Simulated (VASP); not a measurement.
# Bi2Te2Se (R-3m) in VASP: single point with LDA

Aim: the single point of Bi2Te2Se with LDA.

Everything below comes from runs of VASP 6.6.1. Logs are shortened: lines on timing, memory, paths and dates and some standing lists are left out, and cuts for length are marked.

## 1. The cell of the first run

The structure is trigonal, space group R-3m (No. 166). The conventional cell has a = 4.322 Å, b = 4.322 Å, c = 31.757 Å, α = 90.00°, β = 90.00°, γ = 120.00°. Within 4.0 Å of Bi (site symmetry 3m) lie 3 Te at 3.05 Å and 3 Se at 3.11 Å. Within 4.0 Å of Te (site symmetry 3m) lie 3 Bi at 3.05 Å. Se (site symmetry -3m) has 6 Bi at 3.11 Å within 4.1 Å.

## 2. Single point, LDA

Input file INCAR:

```
SYSTEM = Bi2Te2Se
PREC = Accurate ; ENCUT = 520
EDIFF = 1E-6 ; ISMEAR = 1
SIGMA = 0.15 ; LREAL = .False.
LASPH = .True. ; NELM = 80
ALGO = Normal ; ISIF = 2
LWAVE = .False. ; LCHARG = .False.
GGA = CA ; NBANDS = 32
```

Input file KPOINTS:

```
Automatic mesh
0
Gamma
  6 6 6
  0 0 0
```

Input file POSCAR:

```
Bi2Te2Se
1.0
    2.1609690000      1.2476360000     10.5855710000
   -2.1609690000      1.2476360000     10.5855710000
    0.0000000000     -2.4952720000     10.5855710000
Bi Te Se
2 2 1
Direct
    0.6082790000      0.6082790000      0.6082790000
    0.3917210000      0.3917210000      0.3917210000
    0.2195950000      0.2195950000      0.2195950000
    0.7804050000      0.7804050000      0.7804050000
    0.0000000000      0.0000000000      0.0000000000
```

Potentials or basis: VASP PAW LDA potentials, release 64 (Bi_d, Te, Se).

Launch:

```bash
cat potpaw_LDA.64/Bi_d/POTCAR potpaw_LDA.64/Te/POTCAR potpaw_LDA.64/Se/POTCAR > POTCAR
mpirun -np 1 vasp_std > vasp.out
```

OUTCAR:

```text
SYSTEM = Bi2Te2Se
   PREC = Accurate
   ENCUT = 520
   EDIFF = 1E-6
   ISMEAR = 1
   LREAL = .False.
   LASPH = .True.
   NELM = 80
   ISIF = 2
   GGA = CA

 ion  position               nearest neighbor table
   1  0.608  0.608  0.608-   3 3.05   3 3.05   3 3.05   5 3.11   5 3.11   5 3.11
   2  0.392  0.392  0.392-   4 3.05   4 3.05   4 3.05   5 3.11   5 3.11   5 3.11
   3  0.220  0.220  0.220-   1 3.05   1 3.05   1 3.05
   4  0.780  0.780  0.780-   2 3.05   2 3.05   2 3.05
   5  0.000  0.000  0.000-   1 3.11   2 3.11   1 3.11   1 3.11   2 3.11   2 3.11

  LATTYP: Found a trigonal (rhomboedric) cell.
 ALAT       =    10.8756928976
 COS(alpha) =     0.9210388985

  Lattice vectors:

 A1 = (   2.1609690000,   1.2476360000,  10.5855710000)
 A2 = (  -2.1609690000,   1.2476360000,  10.5855710000)
 A3 = (   0.0000000000,  -2.4952720000,  10.5855710000)

Analysis of symmetry for initial positions (statically):
=====================================================================
 Subroutine PRICEL returns:
 Original cell was already a primitive cell.

 Routine SETGRP: Setting up the symmetry group for a
 trigonal (rhombohedral) supercell.

 Subroutine GETGRP returns: Found 12 space group operations
 (whereof 12 operations were pure point group operations)
 out of a pool of 12 trial point group operations.

The static configuration has the point symmetry D_3d.

Analysis of symmetry for dynamics (positions and initial velocities):
=====================================================================
 Subroutine PRICEL returns:
 Original cell was already a primitive cell.

 Routine SETGRP: Setting up the symmetry group for a
 trigonal (rhombohedral) supercell.

 Subroutine GETGRP returns: Found 12 space group operations
 (whereof 12 operations were pure point group operations)
 out of a pool of 12 trial point group operations.

The dynamic configuration has the point symmetry D_3d.

 Subroutine INISYM returns: Found 12 space group operations
 (whereof 12 operations are pure point group operations),
 and found     1 'primitive' translations

----------------------------------------------------------------------------------------

                                     Primitive cell

  volume of cell :     171.2387

  direct lattice vectors                    reciprocal lattice vectors
     2.160969000  1.247636000 10.585571000     0.231377683  0.133585971  0.031489405
    -2.160969000  1.247636000 10.585571000    -0.231377683  0.133585971  0.031489405
     0.000000000 -2.495272000 10.585571000     0.000000000 -0.267171942  0.031489405

  length of vectors
    10.875692898 10.875692898 10.875692886     0.269021238  0.269021238  0.269021243

  position of ions in fractional coordinates (direct lattice)
     0.608279000  0.608279000  0.608279000
     0.391721000  0.391721000  0.391721000
     0.219595000  0.219595000  0.219595000
     0.780405000  0.780405000  0.780405000
     0.000000000  0.000000000  0.000000000

  ion indices of the primitive-cell ions
   primitive index   ion index
                 1           1
                 2           2
                 3           3
                 4           4
                 5           5

----------------------------------------------------------------------------------------

 KPOINTS: Automatic mesh

Automatic generation of k-mesh.
 Grid dimensions read from file:
 generate k-points for:    6    6    6

 Generating k-lattice:

  Cartesian coordinates                     Fractional coordinates (reciprocal lattice)
     0.038562947  0.022264329  0.005248234     0.166666667  0.000000000 -0.000000000
    -0.038562947  0.022264329  0.005248234     0.000000000  0.166666667 -0.000000000
     0.000000000 -0.044528657  0.005248234    -0.000000000 -0.000000000  0.166666667

  Length of vectors
     0.044836873  0.044836873  0.044836874

  Shift w.r.t. Gamma in fractional coordinates (k-lattice)
     0.000000000  0.000000000  0.000000000

 Subroutine IBZKPT returns following result:
 ===========================================

 Found     32 irreducible k-points:

 Following reciprocal coordinates:
            Coordinates               Weight
  0.000000  0.000000  0.000000      1.000000
  0.166667  0.000000  0.000000      6.000000
  0.333333  0.000000 -0.000000      6.000000
  0.500000  0.000000  0.000000      3.000000
  0.166667  0.166667  0.000000      6.000000
  0.333333  0.166667  0.000000     12.000000
[... 16 lines left out ...]
  0.500000  0.500000  0.166667      6.000000
 -0.333333  0.500000  0.166667     12.000000
 [... further k-points ...]
   k-points           NKPTS =     32   k-points in BZ     NKDIM =     32   number of bands    NBANDS=     32
   number of dos      NEDOS =    301   number of ions     NIONS =      5
   total plane-waves  NPLWV = 592704
   dimension x,y,z NGX =    84 NGY =   84 NGZ =   84
   dimension x,y,z NGXF=   168 NGYF=  168 NGZF=  168
   ions per type =               2   2   1
   NGX,Y,Z   is equivalent  to a cutoff of  12.84, 12.84, 12.84 a.u.
   NGXF,Y,Z  is equivalent  to a cutoff of  25.68, 25.68, 25.68 a.u.
 SYSTEM =  Bi2Te2Se
   PREC   = accura    normal or accurate (medium, high low for compatibility)
   ISTART =      0    job   : 0-new  1-cont  2-samecut
   ICHARG =      2    charge: 1-file 2-atom 10-const
   ISPIN  =      1    spin polarized calculation?
   LNONCOLLINEAR =      F non collinear calculations
   LSORBIT =      F    spin-orbit coupling
   LASPH  =      T    aspherical Exc in radial PAW
   ENCUT  =  520.0 eV  38.22 Ry    6.18 a.u.  20.22 20.22 20.22*2*pi/ulx,y,z
   NELM   =     80;   NELMIN=  2; NELMDL= -5     # of ELM steps
   EDIFF  = 0.1E-05   stopping-criterion for ELM
   LREAL  =      F    real-space projection
   EDIFFG = 0.1E-04   stopping-criterion for IOM
   NSW    =      0    number of steps for IOM
   IBRION =     -1    ionic relax: 0-MD 1-quasi-New 2-CG
   NFREE  =      0    steps in history (QN), initial steepest desc. (CG)
   ISIF   =      2    stress and relaxation
   ISYM   =      2    0-nonsym 1-usesym 2-fastsym
   POTIM  = 0.5000    time-step for ionic-motion
   TEBEG  =    0.0;   TEEND  =   0.0 temperature during run
   PSTRESS=    0.0 pullay stress
   NELECT =      48.0000    total number of electrons
   NUPDOWN=      -1.0000    fix difference up-down
   EMIN   =  10.00;   EMAX   =-10.00  energy-range for DOS
   EFERMI =   0.00;   METHOD = LEGACY
   ISMEAR =     1;   SIGMA  =   0.15  broadening in eV -4-tet -1-fermi 0-gaus
   EFERMI_NEDOS =   21; number of points for ismear=-14 and -15
   IALGO  =     38    algorithm
   IMIX   =      4    mixing-type and parameters
     AMIX     =   0.40;   BMIX     =  1.00
     AMIX_MAG =   1.60;   BMIX_MAG =  1.00
  volume/ion in A,a.u.               =      34.25       231.12
  Fermi-wavevector in a.u.,A,eV,Ry     =   1.071407  2.024666 15.618312  1.147914
  Thomas-Fermi vector in A             =   2.207147
   LORBIT       =      0    0 simple, 1 ext, 2 COOP (PROOUT), +10 PAW based schemes
   GGA     = CA    functional components
   LHFCALC =     F    Hartree Fock is set to
   AEXX    =    0.0000 exact exchange contribution
   IVDW    =     0    specifies the selected vdW correction
   LEPSILON=     F    determine dielectric tensor
   LRPA    =     F    only Hartree local field effects (RPA)
 non-spin polarized calculation
 Methfessel and Paxton  Order N= 1 SIGMA  =   0.15
  energy-cutoff  :      520.00
  volume of cell :      171.24
 maximum number of plane-waves:      4636
 NGX is ok and might be reduce to    84
   NGX = 41   NGY = 41   NGZ = 41

 number of electron      47.9999994 magnetization

 Free energy of the ion-electron system (eV)
  ---------------------------------------------------
  ext. energy  EPLUGINS =         0.00000000
  ---------------------------------------------------
  free energy    TOTEN  =       -22.15245423 eV

  energy without entropy =      -22.15356609  energy(sigma->0) =      -22.15282485

 E-fermi :   4.6509     XC(G=0):  -9.3013

 val. band max:        4.6216864455   @ k =   0.0000   0.0000   0.0000
 cond. band min:       4.9788057825   @ k =   0.0000   0.0000   0.0000
 fundamental gap:      0.3571193369
 Fermi energy:         4.6509218578

 k-point     1 :       0.0000    0.0000    0.0000
  band No.  band energies     occupation
      1     -18.1555      2.00000
      2     -18.1555      2.00000
      3     -18.1531      2.00000
      4     -18.1531      2.00000
      5     -18.1425      2.00000
      6     -18.1408      2.00000
[... 24 lines left out ...]
     31      10.4319      0.00000
     32      11.0661      0.00000

 k-point     2 :       0.1667    0.0000    0.0000
  band No.  band energies     occupation
      1     -18.1581      2.00000
      2     -18.1550      2.00000
      3     -18.1521      2.00000
      4     -18.1499      2.00000
      5     -18.1427      2.00000
      6     -18.1404      2.00000
[... 24 lines left out ...]
     31       9.6652      0.00000
     32      10.4438      0.00000

 k-point     3 :       0.3333    0.0000   -0.0000
  band No.  band energies     occupation
      1     -18.1647      2.00000
      2     -18.1599      2.00000
      3     -18.1484      2.00000
      4     -18.1462      2.00000
      5     -18.1451      2.00000
      6     -18.1417      2.00000
[... 24 lines left out ...]
     31       8.8845      0.00000
     32      10.5924      0.00000

 k-point     4 :       0.5000    0.0000    0.0000
  band No.  band energies     occupation
      1     -18.1683      2.00000
      2     -18.1626      2.00000
      3     -18.1483      2.00000
      4     -18.1477      2.00000
      5     -18.1436      2.00000
      6     -18.1431      2.00000
[... 654 lines left out ...]
     31       9.1368      0.00000
     32      10.9074      0.00000

 k-point    23 :       0.5000    0.5000    0.1667
  band No.  band energies     occupation
      1     -18.1647      2.00000
      2     -18.1599      2.00000
      3     -18.1484      2.00000
      4     -18.1462      2.00000
      5     -18.1451      2.00000
      6     -18.1417      2.00000
[... 24 lines left out ...]
     31       8.8830      0.00000
     32      10.3213      0.00000

 k-point    24 :      -0.3333    0.5000    0.1667
  band No.  band energies     occupation
      1     -18.1641      2.00000
      2     -18.1595      2.00000
      3     -18.1509      2.00000
      4     -18.1463      2.00000
      5     -18.1448      2.00000
      6     -18.1413      2.00000
[... 24 lines left out ...]
     31       9.1767      0.00000
     32      10.4973      0.00000

 [... further k-points ...]

------------------------ aborting loop because EDIFF is reached ----------------------------------------

  FORCE on cell =-STRESS in cart. coord.  units (eV):
  Direction    XX          YY          ZZ          XY          YZ          ZX
  --------------------------------------------------------------------------------------
  -------------------------------------------------------------------------------------
  Total       -2.6908298     -2.6908296     -2.8248928      0.0000000      0.0000000      0.0000000
  in kB      -25.1764697    -25.1764683    -26.4308167      0.0000000      0.0000000      0.0000000
  external PRESSURE =     -25.5945849 kB  Pullay stress =       0.0000000 kB

 VOLUME and BASIS-vectors are now :
 -----------------------------------------------------------------------------
  energy-cutoff  :      520.00
  volume of cell :      171.24
      direct lattice vectors                 reciprocal lattice vectors
     2.160969000  1.247636000 10.585571000     0.231377683  0.133585971  0.031489405
    -2.160969000  1.247636000 10.585571000    -0.231377683  0.133585971  0.031489405
     0.000000000 -2.495272000 10.585571000     0.000000000 -0.267171942  0.031489405

 POSITION                                       TOTAL-FORCE (eV/Angst)
 -----------------------------------------------------------------------------------
      0.00000      0.00000     19.31694         0.000000      0.000000      0.043653
      0.00000      0.00000     12.43977         0.000000     -0.000000     -0.043653
      0.00000      0.00000      6.97362         0.000000     -0.000000      0.096662
      0.00000      0.00000     24.78310         0.000000      0.000000     -0.096662
      0.00000      0.00000      0.00000         0.000000      0.000000      0.000000
 -----------------------------------------------------------------------------------
    total drift:                               -0.000000      0.000000     -0.000000

  FREE ENERGIE OF THE ION-ELECTRON SYSTEM (eV)
  ---------------------------------------------------
  free  energy   TOTEN  =       -22.1524542301 eV

  energy  without entropy=      -22.1535660900  energy(sigma->0) =      -22.15282485
```

Run time: 26 min. Hardware: 1 thread of AMD EPYC 7R13 (Zen 3), shared host; peak memory 0.8 GiB.

Results:

- Free energy: -22.1525 eV
- Pressure: -2.6 GPa
- Largest force: 0.097 eV/Å
- Band gap on the k mesh: 0.36 eV

Forces on the atoms (eV/Å):
```
Bi   0.000  0.000  0.044
Bi   0.000  0.000 -0.044
Te   0.000  0.000  0.097
Te   0.000  0.000 -0.097
Se   0.000  0.000  0.000
```

Levels at points of the mesh, in eV from the valence-band top:
```csv
k point,band 20,band 21,band 22,band 23,band 24,band 25,band 26,band 27,band 28,band 29
"(0.00, 0.00, 0.00)",-1.02,-1.02,-0.61,-0.61,0.00,0.36,1.35,1.35,2.14,2.51
"(0.50, 0.00, 0.00)",-2.50,-2.17,-1.61,-0.81,-0.53,1.02,1.96,2.83,3.06,3.75
"(0.50, 0.50, 0.00)",-2.01,-1.79,-1.36,-1.04,-0.93,1.57,1.71,2.38,2.94,3.41
"(0.50, 0.50, 0.50)",-0.94,-0.94,-0.71,-0.71,-0.54,0.77,1.51,1.51,2.04,2.35
```

Caveat: spin-orbit coupling is left out, which moves the levels of the heavy elements.
